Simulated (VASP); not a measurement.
Set up this calculation in VASP 6.6.1, as the native input.

* Task: relaxation of cell and atoms
* Functional: PBE
* Potentials or basis: VASP PAW PBE potentials, release 64 (Si, O)
* Cutoff: 600 eV
* k mesh: 6 × 6 × 4
* Occupations: gaussian, width 0.02 eV
* Spin: no spin polarisation
* Dipole correction: no
* Further INCAR settings: ALGO = Normal; EDIFF = 1e-07; IBRION = 2; EDIFFG = -0.005; NSW = 100; ISIF = 3

The structure of SiO2 lies in POSCAR:

```
SiO2
1.0
    4.9820000000      0.0000000000      0.0000000000
    0.0000000000      4.9820000000      0.0000000000
    0.0000000000      0.0000000000      6.9630000000
Si O
4 8
Direct
    0.2989700000      0.2989700000      0.0000000000
    0.2010300000      0.7989700000      0.2500000000
    0.7010300000      0.7010300000      0.5000000000
    0.7989700000      0.2010300000      0.7500000000
    0.2398900000      0.1034700000      0.1781300000
    0.3965300000      0.7398900000      0.4281300000
    0.7601100000      0.8965300000      0.6781300000
    0.6034700000      0.2601100000      0.9281300000
    0.7398900000      0.3965300000      0.5718700000
    0.8965300000      0.7601100000      0.3218700000
    0.2601100000      0.6034700000      0.0718700000
    0.1034700000      0.2398900000      0.8218700000
```

These files were run (other wordings do the same):

INCAR

```
SYSTEM = SiO2
PREC = Accurate
ENCUT = 600
EDIFF = 1E-7
ISMEAR = 0
SIGMA = 0.02
LREAL = .FALSE.
LASPH = .TRUE.
NELM = 60
ALGO = Normal
ISIF = 3
LWAVE = .FALSE.
LCHARG = .FALSE.
GGA = PE
IBRION = 2
NSW = 100
EDIFFG = -0.005
LUSENCCL = .FALSE.
```

KPOINTS

```
Automatic mesh
0
G
  6 6 4
  0 0 0
```

Potentials or basis: VASP PAW PBE potentials, release 64 (Si, O).

Run with:

```bash
$ cat potpaw_PBE.64/Si/POTCAR potpaw_PBE.64/O/POTCAR > POTCAR
$ mpirun -np 1 vasp_std > vasp.out
```

Results of the run:

- Relaxed volume: 15.25 Å³/atom
- Relaxed cell: a = 5.080 Å, b = 5.080 Å, c = 7.091 Å, α = 90.00°, β = 90.00°, γ = 90.00°
- Space group after relaxing (to 0.1 Å): P4_12_12 (No. 92)
- Energy gained by relaxing: 10.4 meV/atom
- Ionic steps: 66
- Pressure after relaxing: 0.0 GPa
- Band gap on the k mesh: 5.52 eV

It took 17 min on 1 × NVIDIA H100 80GB with 1 thread of AMD EPYC 7R13 Processor (Zen 3) (shared host), peak memory 1.4 GiB.
